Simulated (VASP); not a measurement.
# C (a cell with a defect) in VASP: single point with PBE+D3(BJ)

Aim: the single point of C (a cell with a defect) with PBE+D3(BJ).

Everything below comes from runs of VASP 6.6.1. Logs are shortened: lines on timing, memory, paths and dates and some standing lists are left out, and cuts for length are marked.

### 1 The cell of the first run

The cell holds a defect, 23 atoms: a = 6.127 Å, b = 6.127 Å, c = 6.847 Å, α = 65.55°, β = 65.55°, γ = 74.24°.

### 2 Single point, PBE+D3(BJ)

Contents of INCAR:

```
ALGO = Normal
EDIFF = 1E-7
ENCUT = 520
GGA = PE
ISIF = 2
ISMEAR = 0
IVDW = 12
LASPH = True
LCHARG = True
LELF = True
LREAL = Auto
LVHAR = True
LWAVE = False
NBANDS = 63
NELM = 60
PREC = Accurate
SIGMA = 0.05
```

Contents of KPOINTS:

```
k-points
0
Gamma
  4 4 4
```

Contents of POSCAR:

```
C
1.0
   -3.6975742624     -3.5579924929      3.3485511676
    3.6975742624     -3.5579924929      3.3485511676
    0.0000000000      1.4231969972      6.6971023352
C
23
Direct
    0.9432894882      0.6232607569      0.4739076975
    0.8562548457      0.2237082532      0.7092957620
    0.3866852333      0.6966254586      0.2232124646
    0.6210580081      0.9697698685      0.4481225322
    0.0504672419      0.0115495652      0.2150175518
    0.2951533931      0.3017214829      0.4673831727
    0.4998382613      0.5494167111      0.7208189147
    0.8050420233      0.7942741530      0.9461571039
    0.4568426651      0.1154953626      0.9588274910
    0.1937018247      0.8926660149      0.6986978051
   -0.1910792382      0.3735006328      1.1556748335
    0.9623751240      0.5620183239     -0.0174638902
    0.1288014050      0.7695536474      0.3093981601
    0.0340640148      0.3814958468      0.5528249913
    0.5524094418      0.8621300637      0.0455846532
    0.8110586779      0.1212540063      0.2766655159
    0.2142743095      0.1618850980      0.0470555714
    0.4821112744      0.4578010121      0.3048340183
    0.6849699574      0.7148568487      0.5474135127
    0.9450406101      0.9799810848      0.7814798242
    0.6038404342      0.3018830100      0.7930702619
    0.3705730012      0.0515192335      0.5373950366
    0.2376922177      0.6392095084      0.8047267954
```

Potentials or basis: VASP PAW PBE potentials, release 64 (C).

On the command line:

```sh
> cat potpaw_PBE.64/C/POTCAR > POTCAR
> mpirun -np 1 vasp_std > vasp.out
```

OUTCAR:

```text
EDIFF = 1E-7
   ENCUT = 520
   GGA = PE
   ISIF = 2
   ISMEAR = 0
   IVDW = 12
   LASPH = True
   LREAL = Auto
   NELM = 60
   PREC = Accurate
 IVDW          = 12

 ion  position               nearest neighbor table
   1  0.943  0.623  0.474-  14 1.39  13 1.42  19 1.47
   2  0.856  0.224  0.709-  20 1.39  14 1.42  21 1.43
   3  0.387  0.697  0.223-  18 1.39  15 1.43  13 1.45
   4  0.621  0.970  0.448-  22 1.43  19 1.44  16 1.47
   5  0.050  0.012  0.215-  17 1.36  13 1.39  16 1.40
   6  0.295  0.302  0.467-  22 1.41  18 1.46  14 1.48
[... 8 lines left out ...]
  15  0.552  0.862  0.046-   8 1.43   3 1.43   9 1.46
  16  0.811  0.121  0.277-   5 1.40  11 1.42   4 1.47
  17  0.214  0.162  0.047-   9 1.35   5 1.36
  18  0.482  0.458  0.305-   3 1.39   6 1.46  11 1.87
  19  0.685  0.715  0.547-   4 1.44   1 1.47   7 1.50
  20  0.945  0.980  0.781-   2 1.39   8 1.40  10 1.42
  21  0.604  0.302  0.793-   2 1.43   9 1.43   7 1.44
  22  0.371  0.052  0.537-   6 1.41  10 1.43   4 1.43
  23  0.238  0.639  0.805-  10 1.42   7 1.49  12 1.68

  LATTYP: Found a base centered monoclinic cell.
 ALAT       =     9.7718177432
 B/A-ratio  =     0.7567833047
 C/A-ratio  =     0.7006530476
 COS(beta)  =    -0.5190063293

  Lattice vectors:

 A1 = (   3.6975742624,   3.5579924929,  -3.3485511676)
 A2 = (  -3.6975742624,   3.5579924929,  -3.3485511676)
 A3 = (   0.0000000000,   1.4231969972,   6.6971023352)

Analysis of symmetry for initial positions (statically):
=====================================================================
 Subroutine PRICEL returns:
 Original cell was already a primitive cell.

 Routine SETGRP: Setting up the symmetry group for a
 base centered monoclinic supercell.

 Subroutine GETGRP returns: Found  1 space group operations
 (whereof  1 operations were pure point group operations)
 out of a pool of  4 trial point group operations.

The static configuration has the point symmetry C_1 .

Analysis of symmetry for dynamics (positions and initial velocities):
=====================================================================
 Subroutine PRICEL returns:
 Original cell was already a primitive cell.

 Routine SETGRP: Setting up the symmetry group for a
 base centered monoclinic supercell.

 Subroutine GETGRP returns: Found  1 space group operations
 (whereof  1 operations were pure point group operations)
 out of a pool of  4 trial point group operations.

The dynamic configuration has the point symmetry C_1 .
[... 146 lines left out ...]
   NFREE  =      0    steps in history (QN), initial steepest desc. (CG)
   ISIF   =      2    stress and relaxation
   ISYM   =      2    0-nonsym 1-usesym 2-fastsym
   POTIM  = 0.5000    time-step for ionic-motion
   TEBEG  =    0.0;   TEEND  =   0.0 temperature during run
   PSTRESS=    0.0 pullay stress
   NELECT =      92.0000    total number of electrons
   NUPDOWN=      -1.0000    fix difference up-down
   EMIN   =  10.00;   EMAX   =-10.00  energy-range for DOS
   EFERMI =   0.00;   METHOD = LEGACY
   ISMEAR =     0;   SIGMA  =   0.05  broadening in eV -4-tet -1-fermi 0-gaus
   EFERMI_NEDOS =   21; number of points for ismear=-14 and -15
   IALGO  =     38    algorithm
   IMIX   =      4    mixing-type and parameters
     AMIX     =   0.40;   BMIX     =  1.00
     AMIX_MAG =   1.60;   BMIX_MAG =  1.00
  volume/ion in A,a.u.               =       9.19        62.04
  Fermi-wavevector in a.u.,A,eV,Ry     =   1.240502  2.344209 20.937254  1.538845
  Thomas-Fermi vector in A             =   2.374940
   LORBIT       =      0    0 simple, 1 ext, 2 COOP (PROOUT), +10 PAW based schemes
   GGA     = PE    functional components
   LHFCALC =     F    Hartree Fock is set to
   AEXX    =    0.0000 exact exchange contribution
   IVDW    =    12    specifies the selected vdW correction
   LEPSILON=     F    determine dielectric tensor
   LRPA    =     F    only Hartree local field effects (RPA)
 non-spin polarized calculation
 Gauss-broadening in eV      SIGMA  =   0.05
  energy-cutoff  :      520.00
  volume of cell :      211.46
 maximum number of plane-waves:      5715
 NGX is ok and might be reduce to    48
   NGX = 23   NGY = 23   NGZ = 25

 number of electron      92.0000001 magnetization

 Free energy of the ion-electron system (eV)
  ---------------------------------------------------
  ext. energy  EPLUGINS =         0.00000000
  ---------------------------------------------------
  free energy    TOTEN  =      -202.02579322 eV

  energy without entropy =     -202.01065174  energy(sigma->0) =     -202.01822248

 E-fermi :   3.8851     XC(G=0): -10.2041

 val. band max:        3.8831491755   @ k =  -0.2500   0.5000   0.5000
 cond. band min:       3.8878486974   @ k =  -0.2500   0.0000   0.2500
 fundamental gap:      0.0046995218
 Fermi energy:         3.8851217395

 k-point     1 :       0.0000    0.0000    0.0000
  band No.  band energies     occupation
      1     -15.1274      2.00000
      2     -13.6867      2.00000
      3     -13.3497      2.00000
      4     -12.8748      2.00000
      5     -12.6473      2.00000
      6     -11.9825      2.00000
[... 1453 lines left out ...]
     57      10.2889      0.00000
     58      10.7612      0.00000

 [... further k-points ...]

 [bands above 58 left out]

------------------------ aborting loop because EDIFF is reached ----------------------------------------

 Edisp (eV)   -3.50060

 E8    (eV) :    -0.9928

  FORCE on cell =-STRESS in cart. coord.  units (eV):
  Direction    XX          YY          ZZ          XY          YZ          ZX
  --------------------------------------------------------------------------------------
  -------------------------------------------------------------------------------------
  Total      -0.74234   -22.39472     0.21622   -23.48323    -0.27115    -0.21258
  in kB      -5.62464  -169.68214     1.63827  -177.92963    -2.05447    -1.61066
  external pressure =      -57.89 kB  Pullay stress =        0.00 kB

 VOLUME and BASIS-vectors are now :
 -----------------------------------------------------------------------------
  energy-cutoff  :      520.00
  volume of cell :      211.46
      direct lattice vectors                 reciprocal lattice vectors
    -3.697574262 -3.557992493  3.348551168    -0.135223788 -0.117107236  0.024886385
     3.697574262 -3.557992493  3.348551168     0.135223788 -0.117107236  0.024886385
     0.000000000  1.423196997  6.697102335     0.000000000  0.117107236  0.124431925

 POSITION                                       TOTAL-FORCE (eV/Angst)
 -----------------------------------------------------------------------------------
     -1.18333     -4.89931      8.41948        -0.091855     -0.265565     -0.005986
     -2.33889     -2.83303      8.36654        -0.222139     -0.298721      0.080832
      1.14603     -3.53674      5.12240        -0.031071     -0.233190     -0.079398
      1.28939     -5.02239      8.32809        -0.245707      0.143006      0.201126
     -0.14390      0.08536      1.64766         0.268078     -0.583568     -0.193507
      0.02429     -1.45850      5.12878        -0.394026     -0.421098     -0.262921
[... 15 lines left out ...]
     -1.17972     -0.73698      5.01239        -0.222222      0.023990      0.035188
      1.48464     -1.97472      8.32569        -0.260510      0.360834      0.108606
 -----------------------------------------------------------------------------------
    total drift:                                0.015561      0.005887      0.005893

  FREE ENERGIE OF THE ION-ELECTRON SYSTEM (eV)
  ---------------------------------------------------
  free  energy   TOTEN  =      -205.5263885842 eV

  energy  without entropy=     -205.5112471035  energy(sigma->0) =     -205.51881784
```

OSZICAR:

```text
N       E                     dE             d eps       ncg     rms          rms(c)
DAV:   1     0.371507409075E+03    0.37151E+03   -0.46836E+04  4560   0.136E+03
DAV:   2    -0.178553059856E+03   -0.55006E+03   -0.52470E+03  5500   0.285E+02
DAV:   3    -0.213719972124E+03   -0.35167E+02   -0.34605E+02  5504   0.713E+01
DAV:   4    -0.214525835284E+03   -0.80586E+00   -0.80226E+00  5976   0.113E+01
DAV:   5    -0.214545830245E+03   -0.19995E-01   -0.19980E-01  5912   0.173E+00    0.209E+01
DAV:   6    -0.205113708635E+03    0.94321E+01   -0.17230E+01  5312   0.133E+01    0.128E+01
DAV:   7    -0.203800143420E+03    0.13136E+01   -0.28553E+01  5336   0.111E+01    0.982E+00
DAV:   8    -0.202039182111E+03    0.17610E+01   -0.44991E+00  5328   0.741E+00    0.393E+00
DAV:   9    -0.202112119237E+03   -0.72937E-01   -0.23542E+00  5360   0.378E+00    0.272E+00
DAV:  10    -0.202031852847E+03    0.80266E-01   -0.79011E-01  5313   0.211E+00    0.121E+00
DAV:  11    -0.202025848552E+03    0.60043E-02   -0.97642E-02  5256   0.844E-01    0.402E-01
DAV:  12    -0.202025565163E+03    0.28339E-03   -0.61896E-03  5384   0.239E-01    0.115E-01
DAV:  13    -0.202025793188E+03   -0.22803E-03   -0.55245E-04  5496   0.890E-02    0.133E-01
DAV:  14    -0.202025825877E+03   -0.32689E-04   -0.14024E-03  5360   0.781E-02    0.753E-02
DAV:  15    -0.202025790423E+03    0.35454E-04   -0.19113E-04  5280   0.376E-02    0.164E-02
DAV:  16    -0.202025793212E+03   -0.27896E-05   -0.19628E-05  5288   0.140E-02    0.486E-03
DAV:  17    -0.202025793209E+03    0.29067E-08   -0.16017E-06  5408   0.474E-03    0.145E-03
DAV:  18    -0.202025793220E+03   -0.10938E-07   -0.19603E-07  3848   0.183E-03
   1 F= -.20552639E+03 E0= -.20551882E+03  d E =-.151415E-01
```

stdout:

```text
POSCAR found type information on POSCAR C
 POSCAR found :  1 types and      23 ions
 scaLAPACK will be used
 LDA part: xc-table for (Slater+PW92), standard interpolation
 POSCAR, INCAR and KPOINTS ok, starting setup
 FFT: planning ... GRIDC
 FFT: planning ... GRID_SOFT
 FFT: planning ... GRID
 WAVECAR not read
 entering main loop
```

Run time: 10 min. Hardware: 1 thread of AMD EPYC 9R45 (Zen 5), shared host; peak memory 0.47 GiB.

Results:

* Free energy: -205.5264 eV
* Pressure: -5.8 GPa
* Largest force: 4.971 eV/Å
* Band gap on the k mesh: zero (band 46 reaches 4.23 eV, above the bottom of band 47 at 3.70 eV)
* Dispersion energy per atom: -0.152 eV

Forces in eV/Å, atoms in the order of the input:
```
C   -0.092 -0.266 -0.006
C   -0.222 -0.299  0.081
C   -0.031 -0.233 -0.079
C   -0.246  0.143  0.201
C    0.268 -0.584 -0.194
C   -0.394 -0.421 -0.263
C   -0.154  0.063  0.085
C   -0.041 -0.052  0.014
C   -0.326 -0.289  0.034
C   -0.211  0.141  0.090
C    3.906  3.006  0.648
C    0.132  0.922  0.177
C    0.088 -0.364 -0.009
C   -0.265 -0.420  0.025
C   -0.135 -0.142 -0.011
C   -0.035  0.142  0.108
C   -0.528 -0.509 -0.128
C   -0.669 -0.850 -1.025
C   -0.164  0.027  0.031
C   -0.139 -0.137  0.018
C   -0.257 -0.265  0.060
C   -0.222  0.024  0.035
C   -0.261  0.361  0.109
```
